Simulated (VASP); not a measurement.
# Lu (P6_3/mmc) in VASP: notebook

Lu is run at these levels: BLYP; tasks: single point.

Everything below comes from runs of VASP 6.6.1. Logs are shortened: lines on timing, memory, paths and dates and some standing lists are left out, and cuts for length are marked.

## (1) The cell of the first run

Symmetry: P6_3/mmc, No. 194, hexagonal system. Conventional cell: a = 3.538 Å, b = 3.538 Å, c = 5.507 Å, α = 90.00°, β = 90.00°, γ = 120.00°. Lu (site symmetry -6m2) has 12 Lu at 3.43 to 3.54 Å within 4.5 Å.

## (2) Single point, BLYP

Contents of INCAR:

```
SYSTEM = Lu
PREC     = Accurate       ! precision mode
ENCUT    = 520            ! plane-wave cutoff, eV
EDIFF    = 1E-6           ! SCF threshold, eV
ISMEAR   = -1             ! smearing method
SIGMA    = 0.1            ! smearing width, eV
LREAL    = .False.        ! projectors in reciprocal space
LASPH    = .True.         ! aspherical terms in the spheres
NELM     = 100            ! most SCF steps
ALGO     = Normal         ! electronic algorithm
ISIF     = 2              ! what is computed and relaxed
LWAVE    = .False.        ! write WAVECAR
LCHARG   = .True.         ! write CHGCAR
GGA      = B5             ! functional
ALDAX    = 1.0          
AGGAX    = 1.0          
AGGAC    = 1.0          
ALDAC    = 0.0          
LELF     = .True.         ! ELF
LVHAR    = .True.       
NBANDS   = 32             ! bands
```

Contents of KPOINTS:

```
Automatic mesh
0
Gamma
  10 10 6
  0 0 0
```

Contents of POSCAR:

```
Lu
1.0
    3.5380573931      0.0000000000      0.0000000000
   -1.7690286966      3.0640475825      0.0000000000
    0.0000000000      0.0000000000      5.5072771551
Lu
2
Direct
    0.3333333333      0.6666666667      0.2500000000
    0.6666666667      0.3333333333      0.7500000000
```

Potentials or basis: VASP PAW PBE potentials, release 64 (Lu).

Command:

```
> cat potpaw_PBE.64/Lu/POTCAR > POTCAR
> mpirun -np 1 vasp_std > vasp.out
```

OUTCAR:

```text
SYSTEM = Lu
   PREC = Accurate
   ENCUT = 520
   EDIFF = 1E-6
   ISMEAR = -1
   LREAL = .False.
   LASPH = .True.
   NELM = 100
   ISIF = 2
   GGA = B5

 ion  position               nearest neighbor table
   1  0.333  0.667  0.250-   2 3.43   2 3.43   2 3.43   2 3.43   2 3.43   2 3.43
   2  0.667  0.333  0.750-   1 3.43   1 3.43   1 3.43   1 3.43   1 3.43   1 3.43

  LATTYP: Found a hexagonal cell.
 ALAT       =     3.5380573931
 C/A-ratio  =     1.5565821984

  Lattice vectors:

 A1 = (   3.5380573931,   0.0000000000,   0.0000000000)
 A2 = (  -1.7690286966,   3.0640475825,   0.0000000000)
 A3 = (   0.0000000000,   0.0000000000,   5.5072771551)

Analysis of symmetry for initial positions (statically):
=====================================================================
 Subroutine PRICEL returns:
 Original cell was already a primitive cell.

 Routine SETGRP: Setting up the symmetry group for a
 hexagonal supercell.

 Subroutine GETGRP returns: Found 24 space group operations
 (whereof 12 operations were pure point group operations)
 out of a pool of 24 trial point group operations.

The static configuration has the point symmetry D_3d.
 The point group associated with its full space group is D_6h.

Analysis of symmetry for dynamics (positions and initial velocities):
=====================================================================
 Subroutine PRICEL returns:
 Original cell was already a primitive cell.

 Routine SETGRP: Setting up the symmetry group for a
 hexagonal supercell.

 Subroutine GETGRP returns: Found 24 space group operations
 (whereof 12 operations were pure point group operations)
 out of a pool of 24 trial point group operations.

The dynamic configuration has the point symmetry D_3d.
 The point group associated with its full space group is D_6h.

 Subroutine INISYM returns: Found 24 space group operations
 (whereof 12 operations are pure point group operations),
 and found     1 'primitive' translations

----------------------------------------------------------------------------------------

                                     Primitive cell

  volume of cell :      59.7032

  direct lattice vectors                    reciprocal lattice vectors
     3.538057393  0.000000000  0.000000000     0.282640977  0.163182844  0.000000000
    -1.769028697  3.064047583  0.000000000     0.000000000  0.326365689  0.000000000
     0.000000000  0.000000000  5.507277155     0.000000000  0.000000000  0.181577933

  length of vectors
     3.538057393  3.538057393  5.507277155     0.326365689  0.326365689  0.181577933

  position of ions in fractional coordinates (direct lattice)
     0.333333333  0.666666667  0.250000000
     0.666666667  0.333333333  0.750000000

  ion indices of the primitive-cell ions
   primitive index   ion index
                 1           1
                 2           2

----------------------------------------------------------------------------------------

 KPOINTS: Automatic mesh

Automatic generation of k-mesh.
 Grid dimensions read from file:
 generate k-points for:   10   10    6

 Generating k-lattice:

  Cartesian coordinates                     Fractional coordinates (reciprocal lattice)
     0.028264098  0.016318284  0.000000000     0.100000000  0.000000000  0.000000000
     0.000000000  0.032636569  0.000000000     0.000000000  0.100000000  0.000000000
     0.000000000  0.000000000  0.030262989     0.000000000  0.000000000  0.166666667

  Length of vectors
     0.032636569  0.032636569  0.030262989

  Shift w.r.t. Gamma in fractional coordinates (k-lattice)
     0.000000000  0.000000000  0.000000000

 Subroutine IBZKPT returns following result:
 ===========================================

 Found     56 irreducible k-points:

 Following reciprocal coordinates:
            Coordinates               Weight
  0.000000  0.000000  0.000000      1.000000
  0.100000 -0.000000  0.000000      6.000000
  0.200000 -0.000000  0.000000      6.000000
  0.300000  0.000000  0.000000      6.000000
  0.400000 -0.000000  0.000000      6.000000
  0.500000  0.000000  0.000000      3.000000
[... 16 lines left out ...]
  0.300000  0.100000  0.166667     24.000000
  0.400000  0.100000  0.166667     24.000000
 [... further k-points ...]
   k-points           NKPTS =     56   k-points in BZ     NKDIM =     56   number of bands    NBANDS=     32
   number of dos      NEDOS =    301   number of ions     NIONS =      2
   total plane-waves  NPLWV =  32928
   dimension x,y,z NGX =    28 NGY =   28 NGZ =   42
   dimension x,y,z NGXF=    56 NGYF=   56 NGZF=   84
   ions per type =               2
   NGX,Y,Z   is equivalent  to a cutoff of  13.16, 13.16, 12.68 a.u.
   NGXF,Y,Z  is equivalent  to a cutoff of  26.31, 26.31, 25.36 a.u.
 SYSTEM =  Lu
   PREC   = accura    normal or accurate (medium, high low for compatibility)
   ISTART =      0    job   : 0-new  1-cont  2-samecut
   ICHARG =      2    charge: 1-file 2-atom 10-const
   ISPIN  =      1    spin polarized calculation?
   LNONCOLLINEAR =      F non collinear calculations
   LSORBIT =      F    spin-orbit coupling
   LASPH  =      T    aspherical Exc in radial PAW
   ENCUT  =  520.0 eV  38.22 Ry    6.18 a.u.   6.58  6.58 10.24*2*pi/ulx,y,z
   NELM   =    100;   NELMIN=  2; NELMDL= -5     # of ELM steps
   EDIFF  = 0.1E-05   stopping-criterion for ELM
   LREAL  =      F    real-space projection
   EDIFFG = 0.1E-04   stopping-criterion for IOM
   NSW    =      0    number of steps for IOM
   IBRION =     -1    ionic relax: 0-MD 1-quasi-New 2-CG
   NFREE  =      0    steps in history (QN), initial steepest desc. (CG)
   ISIF   =      2    stress and relaxation
   ISYM   =      2    0-nonsym 1-usesym 2-fastsym
   POTIM  = 0.5000    time-step for ionic-motion
   TEBEG  =    0.0;   TEEND  =   0.0 temperature during run
   PSTRESS=    0.0 pullay stress
   NELECT =      50.0000    total number of electrons
   NUPDOWN=      -1.0000    fix difference up-down
   EMIN   =  10.00;   EMAX   =-10.00  energy-range for DOS
   EFERMI =   0.00;   METHOD = LEGACY
   ISMEAR =    -1;   SIGMA  =   0.10  broadening in eV -4-tet -1-fermi 0-gaus
   EFERMI_NEDOS =   21; number of points for ismear=-14 and -15
   IALGO  =     38    algorithm
   IMIX   =      4    mixing-type and parameters
     AMIX     =   0.40;   BMIX     =  1.00
     AMIX_MAG =   1.60;   BMIX_MAG =  1.00
  volume/ion in A,a.u.               =      29.85       201.45
  Fermi-wavevector in a.u.,A,eV,Ry     =   1.543118  2.916070 32.398361  2.381212
  Thomas-Fermi vector in A             =   2.648826
   LORBIT       =      0    0 simple, 1 ext, 2 COOP (PROOUT), +10 PAW based schemes
   GGA     = B5    functional components
   LHFCALC =     F    Hartree Fock is set to
   AEXX    =    0.0000 exact exchange contribution
   IVDW    =     0    specifies the selected vdW correction
   LEPSILON=     F    determine dielectric tensor
   LRPA    =     F    only Hartree local field effects (RPA)
 non-spin polarized calculation
  energy-cutoff  :      520.00
  volume of cell :       59.70
 maximum number of plane-waves:      1641
 NGX is ok and might be reduce to    28
   NGX = 13   NGY = 13   NGZ = 21

 number of electron      49.9999981 magnetization

 Free energy of the ion-electron system (eV)
  ---------------------------------------------------
  ext. energy  EPLUGINS =         0.00000000
  ---------------------------------------------------
  free energy    TOTEN  =        -7.06570891 eV

  energy without entropy =       -6.95704010  energy(sigma->0) =       -7.01137450

 E-fermi :   2.6130     XC(G=0): -10.0791

 val. band max:        2.6102788089   @ k =   0.2000   0.1000   0.3333
 cond. band min:       2.6569666173   @ k =   0.4000   0.1000   0.3333
 fundamental gap:      0.0466878084
 Fermi energy:         2.6130277344

 k-point     1 :       0.0000    0.0000    0.0000
  band No.  band energies     occupation
      1     -53.4516      2.00000
      2     -53.4181      2.00000
      3     -24.5910      2.00000
      4     -24.1946      2.00000
      5     -24.1946      2.00000
      6     -24.1136      2.00000
[... 24 lines left out ...]
     31       5.7939      0.00000
     32       5.7939      0.00000

 k-point     2 :       0.1000   -0.0000    0.0000
  band No.  band energies     occupation
      1     -53.4494      2.00000
      2     -53.4175      2.00000
      3     -24.5763      2.00000
      4     -24.2231      2.00000
      5     -24.2046      2.00000
      6     -24.1438      2.00000
[... 24 lines left out ...]
     31       5.5430      0.00000
     32       5.5753      0.00000

 k-point     3 :       0.2000   -0.0000    0.0000
  band No.  band energies     occupation
      1     -53.4438      2.00000
      2     -53.4160      2.00000
      3     -24.5348      2.00000
      4     -24.2980      2.00000
      5     -24.2298      2.00000
      6     -24.2208      2.00000
[... 24 lines left out ...]
     31       5.9953      0.00000
     32       6.1420      0.00000

 k-point     4 :       0.3000    0.0000    0.0000
  band No.  band energies     occupation
      1     -53.4362      2.00000
      2     -53.4146      2.00000
      3     -24.4751      2.00000
      4     -24.3912      2.00000
      5     -24.3120      2.00000
      6     -24.2595      2.00000
[... 24 lines left out ...]
     31       6.7429      0.00000
     32       7.0359      0.00000

 k-point     5 :       0.4000   -0.0000    0.0000
  band No.  band energies     occupation
      1     -53.4292      2.00000
      2     -53.4145      2.00000
      3     -24.4669      2.00000
      4     -24.4127      2.00000
      5     -24.3828      2.00000
      6     -24.2827      2.00000
[... 584 lines left out ...]
     31       5.8828      0.00000
     32       6.2844      0.00000

 k-point    22 :       0.2000    0.1000    0.1667
  band No.  band energies     occupation
      1     -53.4373      2.00000
      2     -53.4166      2.00000
      3     -24.4925      2.00000
      4     -24.3296      2.00000
      5     -24.3057      2.00000
      6     -24.2393      2.00000
[... 24 lines left out ...]
     31       6.4029      0.00000
     32       6.9154      0.00000

 k-point    23 :       0.3000    0.1000    0.1667
  band No.  band energies     occupation
      1     -53.4304      2.00000
      2     -53.4155      2.00000
      3     -24.4825      2.00000
      4     -24.3972      2.00000
      5     -24.3449      2.00000
      6     -24.2746      2.00000
[... 24 lines left out ...]
     31       7.4289      0.00000
     32       7.6790      0.00000

 k-point    24 :       0.4000    0.1000    0.1667
  band No.  band energies     occupation
      1     -53.4253      2.00000
      2     -53.4157      2.00000
      3     -24.5084      2.00000
      4     -24.4291      2.00000
      5     -24.3422      2.00000
      6     -24.2871      2.00000
[... 24 lines left out ...]
     31       8.0719      0.00000
     32       8.3052      0.00000

 [... further k-points ...]

------------------------ aborting loop because EDIFF is reached ----------------------------------------

  FORCE on cell =-STRESS in cart. coord.  units (eV):
  Direction    XX          YY          ZZ          XY          YZ          ZX
  --------------------------------------------------------------------------------------
  -------------------------------------------------------------------------------------
  Total        0.0463610      0.0463610      0.0384106     -0.0000000     -0.0000000      0.0000000
  in kB        1.2441307      1.2441307      1.0307775     -0.0000000     -0.0000000      0.0000000
  external PRESSURE =       1.1730130 kB  Pullay stress =       0.0000000 kB

 VOLUME and BASIS-vectors are now :
 -----------------------------------------------------------------------------
  energy-cutoff  :      520.00
  volume of cell :       59.70
      direct lattice vectors                 reciprocal lattice vectors
     3.538057393  0.000000000  0.000000000     0.282640977  0.163182844  0.000000000
    -1.769028697  3.064047583  0.000000000     0.000000000  0.326365689  0.000000000
     0.000000000  0.000000000  5.507277155     0.000000000  0.000000000  0.181577933

 POSITION                                       TOTAL-FORCE (eV/Angst)
 -----------------------------------------------------------------------------------
     -0.00000      2.04270      1.37682         0.000000     -0.000000      0.000000
      1.76903      1.02135      4.13046        -0.000000      0.000000      0.000000
 -----------------------------------------------------------------------------------
    total drift:                               -0.000000      0.000000     -0.000000

  FREE ENERGIE OF THE ION-ELECTRON SYSTEM (eV)
  ---------------------------------------------------
  free  energy   TOTEN  =        -7.0657089136 eV

  energy  without entropy=       -6.9570400961  energy(sigma->0) =       -7.01137450
```

Run time: 100 s. Hardware: 1 thread of Intel Xeon Platinum 8375C at 2.90GHz (Ice Lake), shared host; peak memory 0.23 GiB.

Results:

* Free energy: -7.0657 eV
* Pressure: 0.1 GPa
* Band gap on the k mesh: zero (band 25 reaches 3.78 eV, above the bottom of band 26 at 2.07 eV)

Caveat: the PAW data sets were made with another functional, which shifts forces and pressure a little; spin-orbit coupling is left out, which moves the levels of the heavy elements.

(Part 1 of 2 ends here.)
